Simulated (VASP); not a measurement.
# AlCu3: relaxation of cell and atoms with PBEsol

The system is AlCu3.

```
CELL_PARAMETERS angstrom
3.63187 0.00000 0.00000
0.00000 3.63187 0.00000
0.00000 0.00000 3.63187
ATOMIC_POSITIONS crystal
Al 0.00000 0.00000 0.00000
Cu 0.50000 0.50000 0.00000
Cu 0.50000 0.00000 0.50000
Cu 0.00000 0.50000 0.50000
```

```yaml
Program: VASP 6.6.1
Task: relaxation of cell and atoms
Functional: PBEsol
Potentials_or_basis: VASP PAW PBE potentials, release 64 (Al, Cu)
Cutoff: 600 eV
k_mesh: 12 × 12 × 12
Occupations: fermi-dirac, width 0.15 eV
Spin: no spin polarisation
Dipole_correction: no
Further_INCAR_settings: ALGO = Fast; EDIFF = 1e-06; IBRION = 2; EDIFFG = -0.001; NSW = 80; ISIF = 3
```

```
Relaxed volume                        : 12.03 Å³/atom
Relaxed cell                          : a = 3.637 Å, b = 3.637 Å, c = 3.637 Å, α = 90.00°, β = 90.00°, γ = 90.00°
Space group after relaxing (to 0.1 Å) : Pm-3m (No. 221)
Energy gained by relaxing             : 0.1 meV/atom
Ionic steps                           : 17
Pressure after relaxing               : 0.0 GPa
Band gap on the k mesh                : zero (bands 18 and 19 overlap by 5.53 eV)
```

The path:
```tsv
step	energy change (eV)	largest force (eV/Å)	pressure (GPa)	volume (Å³)
1	0.0000	0.0000	3.13	47.91
2	0.0182	0.0000	-3.34	49.55
3	0.0026	0.0000	-1.96	48.68
4	0.0002	0.0000	-0.76	48.38
5	-0.0003	0.0000	-0.42	48.23
6	-0.0004	0.0000	0.07	48.07
7	-0.0004	0.0000	0.21	48.09
8	-0.0004	0.0000	-0.07	48.16
9	-0.0004	0.0000	-0.17	48.14
10	-0.0004	0.0000	-0.12	48.12
11	-0.0004	0.0000	0.28	48.10
12	-0.0004	0.0000	-0.14	48.11
13	-0.0004	0.0000	0.14	48.11
14	-0.0004	0.0000	0.06	48.11
15	-0.0004	0.0000	-0.38	48.11
16	-0.0004	0.0000	-0.03	48.11
17	-0.0004	0.0000	-0.01	48.11
```

Final structure:
```
Al Cu
1.0
     3.63708    0.00000    0.00000
     0.00000    3.63708    0.00000
     0.00000    0.00000    3.63708
Al Cu
1 3
Direct
  0.00000 0.00000 0.00000
  0.50000 0.50000 0.00000
  0.50000 0.00000 0.50000
  0.00000 0.50000 0.50000
```

Levels at points of the mesh, in eV from the Fermi level:
```tsv
k point	band 15	band 16	band 17	band 18	band 19	band 20	band 21	band 22
(0.00, 0.00, 0.00)	-2.08	-2.08	-0.31	-0.31	-0.31	4.37	4.37	5.08
(0.50, 0.00, 0.00)	-2.90	-2.51	-2.08	3.78	3.78	3.89	3.89	4.76
(0.50, 0.50, 0.00)	-2.90	-2.78	-2.38	-1.23	-1.23	6.34	6.42	6.42
(0.50, 0.50, 0.50)	-2.97	-2.25	-2.25	-2.25	-1.47	1.31	1.74	1.74
```

Run time: 20 min on 1 thread of Intel Xeon 8259CL, with other jobs on the host, peak memory 0.24 GiB.

Caveat: the PAW data sets were made with another functional, which shifts forces and pressure a little.
